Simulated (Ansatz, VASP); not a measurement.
One calculation of PbO2, two programs

```
Pb O
1.0
     0.00000    2.62023    2.62023
     2.62023    0.00000    2.62023
     2.62023    2.62023    0.00000
Pb O
1 2
Direct
  0.00000 0.00000 0.00000
  0.25000 0.25000 0.25000
  0.75000 0.75000 0.75000
```

Alike in both runs: task single point; functional PBE; k mesh 14 × 14 × 14; occupations gaussian, width 0.1 eV; no spin polarisation.

|  | VASP | Ansatz |
| --- | --- | --- |
| version | VASP 6.6.1 | Ansatz 0.2.0 |
| potentials or method | VASP PAW PBE potentials, release 64 (Pb_d, O), cutoff 520 eV | scalar-relativistic, plane waves, PAW |
| valence electrons in the cell | 26 | 26 |

VASP gave:

```
gap on the k mesh at the Fermi level (eV) : none
pressure (GPa)                            : 16.1
```

Q: What did Ansatz give for the same quantities?

A: gap on the k mesh at the Fermi level (eV): none; pressure (GPa): 15.7.

A gap of «none» marks a metal or a gap that the smearing closes. The functional is the same, so the differences come from potentials, cutoffs and numerics.

Spin-orbit coupling is off throughout.
